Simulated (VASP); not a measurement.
GaBSb2: single point with PBE

Crystal: GaBSb2.

```xyz
4
Lattice="4.0614 0.0000 0.0000 0.0000 4.0614 0.0000 0.0000 0.0000 5.9186" Properties=species:S:1:pos:R:3 pbc="T T T"
B     0.0000    0.0000    0.0000
Sb    0.0000    2.0307    1.2711
Sb    2.0307    0.0000    4.6475
Ga    2.0307    2.0307    2.9593
```

- Program: VASP 6.6.1
- Task: single point
- Functional: PBE
- Potentials or basis: VASP PAW PBE potentials, release 64 (B, Sb, Ga_d)
- Cutoff: 520 eV
- k mesh: 6 × 6 × 4
- Occupations: fermi-dirac, width 0.02 eV
- Spin: no spin polarisation
- Dipole correction: no
- Further INCAR settings: ALGO = Normal; EDIFF = 1e-07; NBANDS = 21

```json
{"Pressure": "-1.6 GPa", "Largest force": "0.026 eV/Å", "Band gap on the k mesh": "zero (bands 13 and 14 overlap by 0.21 eV)"}
```

Forces on the atoms (eV/Å):
```
B    0.000  0.000  0.000
Sb   0.000  0.000  0.026
Sb   0.000  0.000 -0.026
Ga   0.000  0.000  0.000
```

Levels at points of the mesh, in eV from the Fermi level:
```tsv
k point	band 9	band 10	band 11	band 12	band 13	band 14	band 15	band 16	band 17	band 18
(0.00, 0.00, 0.00)	-3.29	-3.29	-0.35	-0.15	0.07	0.07	0.70	1.21	2.40	2.40
(0.50, 0.00, 0.00)	-5.76	-4.27	-3.49	-2.34	-0.83	1.17	2.87	3.49	3.72	4.24
(0.50, 0.50, 0.00)	-6.95	-3.43	-3.18	-3.18	-2.85	-0.15	1.00	1.00	1.13	6.89
(0.00, 0.00, 0.50)	-4.34	-2.90	-2.90	-1.19	-1.19	0.69	0.73	2.88	3.05	4.61
(0.50, 0.00, 0.50)	-6.93	-2.30	-1.65	-1.60	-0.71	0.07	0.50	2.91	3.70	3.70
(0.50, 0.50, 0.50)	-6.64	-4.21	-3.91	-3.76	-3.76	3.51	3.53	3.53	3.59	4.02
```

Wall time 74 s on 1 thread of Intel Xeon 8259CL, with other jobs on the host, peak memory 0.23 GiB.

Caveat: semilocal functionals underestimate gaps, so a narrow gap can read as zero; spin-orbit coupling is left out, which moves the levels of the heavy elements.
